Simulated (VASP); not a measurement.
SnTe, 2 atoms in the cell. Symmetry: Fm-3m, No. 225, cubic system. Conventional cell: a = 6.160 Å, b = 6.160 Å, c = 6.160 Å, α = 90.00°, β = 90.00°, γ = 90.00°. Within 4.1 Å of Sn (site symmetry m-3m) lie 6 Te at 3.08 Å. Within 4.1 Å of Te (site symmetry m-3m) lie 6 Sn at 3.08 Å.  This cell differs from its parent crystal: volume scaled by 0.94.

- Program: VASP 6.6.1
- Task: single point
- Functional: PBEsol
- Potentials or basis: VASP PAW PBE potentials, release 64 (Sn_d, Te)
- Cutoff: 520 eV
- k mesh: 10 × 10 × 10
- Occupations: gaussian, width 0.01 eV
- Spin: no spin polarisation
- Dipole correction: no
- Further INCAR settings: ALGO = Normal; EDIFF = 1e-07; NBANDS = 17

Potentials or basis: VASP PAW PBE potentials, release 64 (Sn_d, Te).

The run is started by

```console
$ cat potpaw_PBE.64/Sn_d/POTCAR potpaw_PBE.64/Te/POTCAR > POTCAR
$ mpirun -np 1 vasp_std > vasp.out
```

Hardware: 1 thread of AMD EPYC 7R13 (shared host).

Question: How long does it take, and how much memory?

Answer: It took 65 s on 1 thread of AMD EPYC 7R13, with other jobs on the host, peak memory 0.17 GiB. Counts: scf iterations 15, k points 47.
